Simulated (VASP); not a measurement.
Input of a VASP 6.6.1 run:

INCAR

```
ALGO = Fast
EDIFF = 1E-7
ENCUT = 520
GGA = PE
ISIF = 2
ISMEAR = 0
LASPH = True
LCHARG = True
LELF = True
LREAL = False
LVHAR = True
LWAVE = False
NBANDS = 26
NELM = 60
PREC = Accurate
SIGMA = 0.1
```

The input KPOINTS:

```
k-points
0
Gamma
  6 6 4
```

The input POSCAR:

```
TaRu2
1.0
    3.0403415200      0.0000000000      0.0000000000
   -1.5201707600      2.6330129900      0.0000000000
    0.0000000000      0.0000000000      5.0746606300
Ta Ru
1 2
Direct
    0.0000000000      0.0000000000      0.0000000000
    0.3333333300      0.6666666700      0.2500000000
    0.6666666700      0.3333333300      0.7500000000
```

Potentials or basis: VASP PAW PBE potentials, release 64 (Ta_pv, Ru_pv).

Run with:

```bash
$ cat potpaw_PBE.64/Ta_pv/POTCAR potpaw_PBE.64/Ru_pv/POTCAR > POTCAR
$ mpirun -np 1 vasp_std > vasp.out
```

Estimate the band gap on the k mesh.

zero (an odd number of electrons rules out a gap without spin polarisation).

Predict the pressure.

143.4 GPa.

Estimate the largest force.

17.000 eV/Å.

Stress tensor (GPa, compression positive):
```
133.96   0.00   0.00
  0.00 133.96   0.00
  0.00   0.00 162.30
```

Caveat: the k points lie up to 0.40 Å⁻¹ apart, too coarse for converged energies and pressures of a metal; spin-orbit coupling is left out, which moves the levels of the heavy elements; forces of over 1 eV/Å act on the atoms, so gaps and moduli don't describe the material at rest.
